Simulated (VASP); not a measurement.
Here is a VASP 6.6.1 calculation.

Contents of POSCAR:

```
Sb
1.0
    3.1600000000      0.0000000000      0.0000000000
    0.0000000000      3.1600000000      0.0000000000
    0.0000000000      0.0000000000      3.1600000000
Sb
1
Direct
    0.0000000000      0.0000000000      0.0000000000
```

The input INCAR.step1:

```
SYSTEM = Sb
PREC = Accurate
ENCUT = 520
ISMEAR = 0
SIGMA = 0.1
LREAL = .False.
LASPH = .True.
NELM = 60
NBANDS = 8
GGA = PE
ALGO = Normal
EDIFF = 1E-4
LWAVE = .True.
LCHARG = .False.
```

File INCAR.step2:

```
SYSTEM = Sb
PREC = Accurate
ENCUT = 520
EDIFF = 1E-6
ISMEAR = 0
SIGMA = 0.1
LREAL = .False.
LASPH = .True.
NELM = 60
ALGO = Normal
ISIF = 2
LWAVE = .False.
LCHARG = .True.
METAGGA = R2SCAN
LMIXTAU = .True.
LELF = .True.
LVHAR = .True.
NBANDS = 8
ISTART = 1
```

The input KPOINTS:

```
regular mesh
0
Gamma
  6 6 6
  0 0 0
```

Potentials or basis: VASP PAW PBE potentials, release 64 (Sb).

Run with:

```sh
$ cat potpaw_PBE.64/Sb/POTCAR > POTCAR
$ cp INCAR.step1 INCAR
$ mpirun -np 1 vasp_std > vasp.out
$ cp INCAR.step2 INCAR
$ mpirun -np 1 vasp_std > vasp.out
```

**Question.** Estimate the pressure.

**Answer.** -2.7 GPa.

Caveat: the PAW data sets were made with another functional, which shifts forces and pressure a little.
